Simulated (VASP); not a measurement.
Here is a VASP 6.6.1 calculation.

Contents of INCAR:

```
PREC     = Accurate       # precision mode
ENCUT    = 520            # plane-wave cutoff, eV
EDIFF    = 1E-7           # SCF threshold, eV
ISMEAR   = 0              # smearing method
SIGMA    = 0.05           # smearing width, eV
LREAL    = False          # projectors in reciprocal space
LASPH    = True           # aspherical terms in the spheres
NELM     = 60             # most SCF steps
ALGO     = Normal         # electronic algorithm
ISIF     = 2              # what is computed and relaxed
LWAVE    = False          # write WAVECAR
LCHARG   = False          # write CHGCAR
GGA      = PE             # functional
NBANDS   = 28             # bands
```

File KPOINTS:

```
Automatic mesh
0
Gamma
  8 8 6
```

The input POSCAR:

```
PbO
1.0
    3.8551680000      0.0000000000      0.0000000000
    0.0000000000      3.8551680000      0.0000000000
    0.0000000000      0.0000000000      5.0973300000
Pb O
2 2
Direct
    0.0000000000      0.5000000000      0.2351000000
    0.5000000000      0.0000000000      0.7649000000
    0.0000000000      0.0000000000      0.0000000000
    0.5000000000      0.5000000000      0.0000000000
```

Potentials or basis: VASP PAW PBE potentials, release 64 (Pb_d, O).

Run with:

```console
$ cat potpaw_PBE.64/Pb_d/POTCAR potpaw_PBE.64/O/POTCAR > POTCAR
$ mpirun -np 1 vasp_std > vasp.out
```

Predict the largest force.

1.024 eV/Å.

Estimate the band gap on the k mesh.

1.04 eV (least direct gap 2.35 eV).

Estimate the pressure.

10.3 GPa.

Stress tensor (GPa, compression positive):
```
11.61  0.00  0.00
 0.00 11.61  0.00
 0.00  0.00  7.66
```

Caveat: the cell differs from its parent crystal (strain -0.030 along x and y, +0.015 along z); the cell stands under pressure; spin-orbit coupling is left out, which moves the levels of the heavy elements; forces of over 1 eV/Å act on the atoms, so gaps and moduli don't describe the material at rest. A k mesh can miss the band edges.
